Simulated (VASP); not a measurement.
C:

```
C
1.0
     0.00000    1.87785    1.87785
     1.87785    0.00000    1.87785
     1.87785    1.87785    0.00000
C
2
Direct
  0.00000 0.00000 0.00000
  0.25000 0.25000 0.25000
```

This cell differs from its parent crystal: strain +5.5%.

Program: VASP 6.6.1. Alike in all runs: task single point; potentials or basis VASP PAW PBE potentials, release 64 (C); no spin polarisation; cell as given; cutoff (eV) 520.

Order these runs on this cell by their pressure, lowest first.
A. level r2SCAN; k mesh 12 × 12 × 12; smearing gaussian 0.01 eV
B. level HSE06; k mesh 8 × 8 × 8; smearing gaussian 0.01 eV; grid for exact exchange (PRECFOCK) Normal; share of exact exchange 0.25; screening parameter 0.2079 1/Å
C. level PBE; k mesh 12 × 12 × 12; smearing fermi-dirac 0.02 eV

B (-58.8 GPa), A (-52.9 GPa), C (-48.9 GPa).

Caveats: the cell stands under tension; the PAW data sets were made with another functional, which shifts forces and pressure a little (at least some runs).
